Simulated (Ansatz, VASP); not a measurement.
**MnCo2N2 in VASP and in Ansatz**

File INCAR:

```
ALGO     = Normal         # electronic algorithm
EDIFF    = 1E-7           # SCF threshold, eV
ENCUT    = 520            # plane-wave cutoff, eV
GGA      = PE             # functional
ISIF     = 2              # what is computed and relaxed
ISMEAR   = 0              # smearing method
LASPH    = True           # aspherical terms in the spheres
LCHARG   = False          # write CHGCAR
LREAL    = False          # projectors in reciprocal space
LWAVE    = False          # write WAVECAR
NBANDS   = 28             # bands
NELM     = 100            # most SCF steps
PREC     = Accurate       # precision mode
SIGMA    = 0.1            # smearing width, eV
```

KPOINTS

```
k-points
0
Gamma
  12 12 6
```

The input POSCAR:

```
MnCo2N2
1.0
    2.8779217701      0.0000000000      0.0000000000
   -1.4389608851      2.4923533630      0.0000000000
    0.0000000000      0.0000000000      6.4526060264
Mn Co N
1 2 2
Direct
    0.0000000000      0.0000000000      0.5000000000
    0.6666666667      0.3333333333      0.1643620000
    0.3333333333      0.6666666667      0.8356380000
    0.6666666667      0.3333333333      0.6953640000
    0.3333333333      0.6666666667      0.3046360000
```

Input for Ansatz:

```yaml
crystal:
  lattice:
    - [2.8779217701, 0.0, 0.0]
    - [-1.4389608851, 2.492353363, 0.0]
    - [0.0, 0.0, 6.4526060264]
  atoms:
    - { symbol: Mn, position: [0.0, 0.0, 0.5] }
    - { symbol: Co, position: [0.6666666667, 0.3333333333, 0.164362] }
    - { symbol: Co, position: [0.3333333333, 0.6666666667, 0.835638] }
    - { symbol: "N", position: [0.6666666667, 0.3333333333, 0.695364] }
    - { symbol: "N", position: [0.3333333333, 0.6666666667, 0.304636] }
basis:
  ecutwfc: 420
kpoints:
  mp_grid: { grid: [12, 12, 6] }
hamiltonian:
  xc: pbe
scf:
  occupations: { method: gaussian, width: 0.1 }
  lower_state_search: "off"
output:
  forces: true
  stress: true
  eigenvalues: true
  write_density: true
  write_potential: true
  elf: true
  volumetric_format: npy
```

Alike in both runs: task single point; functional PBE; k mesh 12 × 12 × 6; occupations gaussian, width 0.1 eV; no spin polarisation.

|  | VASP | Ansatz |
| --- | --- | --- |
| version | VASP 6.6.1 | Ansatz 0.2.0 |
| potentials or method | VASP PAW PBE potentials, release 64 (Mn_pv, Co, N), cutoff 520 eV | scalar-relativistic, plane waves, PAW |
| valence electrons in the cell | 41 | 59 |

VASP gave:

| Property | Result |
| --- | --- |
| gap on the k mesh at the Fermi level (eV) | none |
| pressure (GPa) | -11.3 |
| traceless stress, the component that is largest in VASP (GPa) | 0.66 |
| rms of the force components (eV/Å) | 0.134 |

**Question.** What did Ansatz give for the same quantities?

**Answer.** gap on the k mesh at the Fermi level (eV): none; pressure (GPa): -11.6; traceless stress, the component that is largest in VASP (GPa): 0.95; rms of the force components (eV/Å): 0.138.

Atom by atom the forces differ by 0.005 eV/Å (rms over components). A gap of «none» marks a metal or a gap that the smearing closes. VASP's potentials hold 41 valence electrons a cell and Ansatz's 59, so a difference there can come from the potentials and not from the codes.
